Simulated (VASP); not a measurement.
# CdSe (F-43m) in VASP: notebook, part 2 of 2

VASP 6.6.1. The steps go on from the part before.

**4. Single point, SVWN5**

This run uses another cell than the first one, of 27.09 Å³/atom, 0.936 times its volume.

File INCAR:

```
SYSTEM = CdSe
PREC = Accurate
ENCUT = 520
EDIFF = 1E-6
ISMEAR = -1
SIGMA = 0.05
LREAL = .FALSE.
LASPH = .TRUE.
NELM = 60
ALGO = Normal
ISIF = 2
LWAVE = .FALSE.
LCHARG = .TRUE.
GGA = VW
LELF = .TRUE.
LVHAR = .TRUE.
NBANDS = 16
```

File KPOINTS:

```
regular mesh
0
G
  8 8 8
  0 0 0
```

File POSCAR:

```
CdSe
1.0
    0.0000000000      3.0032580096      3.0032580096
    3.0032580096      0.0000000000      3.0032580096
    3.0032580096      3.0032580096      0.0000000000
Cd Se
1 1
Direct
    0.0000000000      0.0000000000      0.0000000000
    0.2500000000      0.2500000000      0.2500000000
```

Potentials or basis: VASP PAW PBE potentials, release 64 (Cd, Se).

Command:

```
> cat potpaw_PBE.64/Cd/POTCAR potpaw_PBE.64/Se/POTCAR > POTCAR
> mpirun -np 1 vasp_std > vasp.out
```

OUTCAR:

```text
SYSTEM = CdSe
   PREC = Accurate
   ENCUT = 520
   EDIFF = 1E-6
   ISMEAR = -1
   LREAL = .FALSE.
   LASPH = .TRUE.
   NELM = 60
   ISIF = 2
   GGA = VW

 ion  position               nearest neighbor table
   1  0.000  0.000  0.000-   2 2.60   2 2.60   2 2.60   2 2.60
   2  0.250  0.250  0.250-   1 2.60   1 2.60   1 2.60   1 2.60

  LATTYP: Found a face centered cubic cell.
 ALAT       =     6.0065160192

  Lattice vectors:

 A1 = (   0.0000000000,   3.0032580096,   3.0032580096)
 A2 = (   3.0032580096,   0.0000000000,   3.0032580096)
 A3 = (   3.0032580096,   3.0032580096,   0.0000000000)

Analysis of symmetry for initial positions (statically):
=====================================================================
 Subroutine PRICEL returns:
 Original cell was already a primitive cell.

 Routine SETGRP: Setting up the symmetry group for a
 face centered cubic supercell.

 Subroutine GETGRP returns: Found 24 space group operations
 (whereof 24 operations were pure point group operations)
 out of a pool of 48 trial point group operations.
[... 155 lines left out ...]
  ---------------------------------------------------
  ext. energy  EPLUGINS =         0.00000000
  ---------------------------------------------------
  free energy    TOTEN  =        -6.72740104 eV

  energy without entropy =       -6.72732876  energy(sigma->0) =       -6.72736490

 E-fermi :   1.1768     XC(G=0):  -9.4481

 val. band max:        0.9346235845   @ k =   0.0000   0.0000   0.0000
 cond. band min:       1.3452696640   @ k =   0.0000   0.0000   0.0000
 fundamental gap:      0.4106460796
 Fermi energy:         1.1767870706

 k-point     1 :       0.0000    0.0000    0.0000
  band No.  band energies     occupation
      1     -11.9618      2.00000
      2      -7.1411      2.00000
      3      -7.1411      2.00000
      4      -7.1411      2.00000
      5      -6.7182      2.00000
      6      -6.7182      2.00000
[... 433 lines left out ...]
      3      -6.9676      2.00000
      4      -6.7435      2.00000
      5      -6.7007      2.00000
      6      -6.3025      2.00000
[... 8 lines left out ...]
     15      12.5719      0.00000
     16      13.5857      0.00000

 [... further k-points ...]
[... 5 lines left out ...]
  --------------------------------------------------------------------------------------
  -------------------------------------------------------------------------------------
  Total        0.1377152      0.1377152      0.1377152      0.0000000     -0.0000000      0.0000000
  in kB        4.0727197      4.0727197      4.0727197      0.0000000     -0.0000000      0.0000000
  external PRESSURE =       4.0727197 kB  Pullay stress =       0.0000000 kB

 VOLUME and BASIS-vectors are now :
 -----------------------------------------------------------------------------
  energy-cutoff  :      520.00
  volume of cell :       54.18
      direct lattice vectors                 reciprocal lattice vectors
     0.000000000  3.003258010  3.003258010    -0.166485862  0.166485862  0.166485862
     3.003258010  0.000000000  3.003258010     0.166485862 -0.166485862  0.166485862
     3.003258010  3.003258010  0.000000000     0.166485862  0.166485862 -0.166485862

 POSITION                                       TOTAL-FORCE (eV/Angst)
 -----------------------------------------------------------------------------------
      0.00000      0.00000      0.00000        -0.000000     -0.000000     -0.000000
      1.50163      1.50163      1.50163         0.000000      0.000000      0.000000
 -----------------------------------------------------------------------------------
    total drift:                                0.000000      0.000000      0.000000

  FREE ENERGIE OF THE ION-ELECTRON SYSTEM (eV)
  ---------------------------------------------------
  free  energy   TOTEN  =        -6.7274010398 eV

  energy  without entropy=       -6.7273287632  energy(sigma->0) =       -6.72736490
```

OSZICAR:

```text
N       E                     dE             d eps       ncg     rms          rms(c)
DAV:   1     0.105957012387E+03    0.10596E+03   -0.87800E+03   952   0.101E+03
DAV:   2    -0.319869107618E+01   -0.10916E+03   -0.10335E+03  1136   0.247E+02
DAV:   3    -0.713431544367E+01   -0.39356E+01   -0.39293E+01  1072   0.491E+01
DAV:   4    -0.715029873044E+01   -0.15983E-01   -0.15983E-01  1200   0.315E+00
DAV:   5    -0.715039410875E+01   -0.95378E-04   -0.95378E-04  1120   0.208E-01    0.623E+00
DAV:   6    -0.675534935058E+01    0.39504E+00   -0.65008E-01  1392   0.109E+01    0.494E+00
DAV:   7    -0.673051226844E+01    0.24837E-01   -0.13620E-01  1112   0.254E+00    0.228E+00
DAV:   8    -0.672771954108E+01    0.27927E-02   -0.13523E-02  1056   0.144E+00    0.217E-01
DAV:   9    -0.672740989498E+01    0.30965E-03   -0.13951E-03  1144   0.530E-01    0.423E-02
DAV:  10    -0.672739642834E+01    0.13467E-04   -0.12474E-04  1136   0.142E-01    0.298E-02
DAV:  11    -0.672740173262E+01   -0.53043E-05   -0.18098E-05  1168   0.378E-02    0.155E-02
DAV:  12    -0.672740103981E+01    0.69281E-06   -0.19564E-06   824   0.202E-02
   1 F= -.67274010E+01 E0= -.67273649E+01  d E =-.722766E-04
```

Wall time 37 s (1 thread of AMD EPYC 7R13, shared host); peak memory 0.14 GiB.

Results:

```yaml
Free_energy: -6.7274 eV
Pressure: 0.4 GPa
Band_gap_on_the_k_mesh: 0.41 eV, direct
```

Caveat: the PAW data sets were made with another functional, which shifts forces and pressure a little.

**5. Single point, PBEsol+D4**

This run uses another cell than the first one, of 27.57 Å³/atom, 0.953 times its volume.

File INCAR:

```
  PREC = Accurate
  ENCUT = 520
  EDIFF = 1E-6
  ISMEAR = -1
  SIGMA = 0.05
  LREAL = False
  LASPH = True
  NELM = 80
  ALGO = Normal
  ISIF = 2
  LWAVE = False
  LCHARG = False
  GGA = PS
  IVDW = 13
  NBANDS = 16
```

File KPOINTS:

```
regular mesh
0
Gamma
  8 8 8
```

File POSCAR:

```
CdSe
1.0
    0.0000000000      3.0209831496      3.0209831496
    3.0209831496      0.0000000000      3.0209831496
    3.0209831496      3.0209831496      0.0000000000
Cd Se
1 1
Direct
    0.0000000000      0.0000000000      0.0000000000
    0.2500000000      0.2500000000      0.2500000000
```

Command:

```
> cat potpaw_PBE.64/Cd/POTCAR potpaw_PBE.64/Se/POTCAR > POTCAR
> mpirun -np 1 vasp_std > vasp.out
```

It took 44 s on 1 thread of AMD EPYC 7R13, shared host; peak memory 0.16 GiB.

It converged, with:

```
Free energy                : -6.5621 eV
Pressure                   : 0.4 GPa
Band gap on the k mesh     : 0.52 eV, direct
Dispersion energy per atom : -0.196 eV
```

Levels at points of the mesh, in eV from the valence-band top:
| k point | band 5 | band 6 | band 7 | band 8 | band 9 | band 10 | band 11 | band 12 | band 13 | band 14 |
| --- | --- | --- | --- | --- | --- | --- | --- | --- | --- | --- |
| (0.00, 0.00, 0.00) | -7.58 | -7.58 | 0.00 | 0.00 | 0.00 | 0.52 | 5.85 | 5.85 | 5.85 | 9.68 |
| (0.50, 0.00, 0.00) | -7.56 | -7.27 | -4.57 | -0.79 | -0.79 | 2.31 | 6.37 | 6.37 | 7.33 | 9.94 |
| (0.50, 0.50, 0.00) | -7.52 | -7.21 | -4.22 | -1.95 | -1.95 | 2.96 | 3.69 | 9.08 | 10.25 | 10.25 |

Caveat: the PAW data sets were made with another functional, which shifts forces and pressure a little.

**6. Summary**

| level | cell | k mesh | gap on the mesh (eV) | pressure (GPa) |
| --- | --- | --- | --- | --- |
| r2SCAN+rVV10 | a = 4.342 Å, angles 60.0°, 2 atoms | 8 × 8 × 8 | 0.97 | -0.6 |
| PBE | a = 4.342 Å, angles 60.0°, 2 atoms | 3 × 3 × 3 | 0.50 | 2.3 |
| SVWN5 | a = 4.247 Å, angles 60.0°, 2 atoms | 8 × 8 × 8 | 0.41 | 0.4 |
| PBEsol+D4 | a = 4.272 Å, angles 60.0°, 2 atoms | 8 × 8 × 8 | 0.52 | 0.4 |

Alike in all rows: task single point; potentials or basis VASP PAW PBE potentials, release 64 (Cd, Se); no spin polarisation; cutoff (eV) 520; smearing fermi-dirac 0.05 eV.

Caveats: some runs use coarse meshes; the PAW data sets were made with another functional, which shifts forces and pressure a little (some runs).

Absolute energies hang on the potentials; compare differences alone.
